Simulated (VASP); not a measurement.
Set up this calculation in VASP 6.6.1, as the native input.

| Quantity | Value |
| --- | --- |
| Task | single point |
| Functional | PBE |
| Potentials or basis | VASP PAW PBE potentials, release 64 (Pb_d) |
| Cutoff | 520 eV |
| k mesh | 7 × 7 × 7 |
| Occupations | fermi-dirac, width 0.05 eV |
| Spin | no spin polarisation |
| Dipole correction | no |
| Further INCAR settings | ALGO = Normal; EDIFF = 1e-06; NBANDS = 21 |

The structure of Pb lies in POSCAR:

```
Pb
1.0
    0.0000000000      3.4390000555      3.4390000555
    3.4390000555      0.0000000000      3.4390000555
    3.4390000555      3.4390000555      0.0000000000
Pb
2
Direct
    0.2500000000      0.2500000000      0.2500000000
    0.0000000000      0.0000000000      0.0000000000
```

One way to write it, as run:

INCAR

```
  PREC = Accurate
  ENCUT = 520
  EDIFF = 1E-6
  ISMEAR = -1
  SIGMA = 0.05
  LREAL = F
  LASPH = T
  NELM = 80
  ALGO = Normal
  ISIF = 2
  LWAVE = F
  LCHARG = T
  GGA = PE
  LELF = T
  LVHAR = T
  NBANDS = 21
```

KPOINTS

```
regular mesh
0
Gamma
  7 7 7
```

Potentials or basis: VASP PAW PBE potentials, release 64 (Pb_d).

Launch:

```console
$ cat potpaw_PBE.64/Pb_d/POTCAR > POTCAR
$ mpirun -np 1 vasp_std > vasp.out
```

Results of the run:

```
Pressure               : 2.4 GPa
Band gap on the k mesh : zero (band 14 reaches 4.74 eV, above the bottom of band 15 at 3.63 eV)
```

Caveat: spin-orbit coupling is left out, which moves the levels of the heavy elements.

Wall time 46 s on 1 thread of AMD EPYC 7R43 64-Core Processor (Zen 3), with other jobs on the host, peak memory 0.17 GiB.
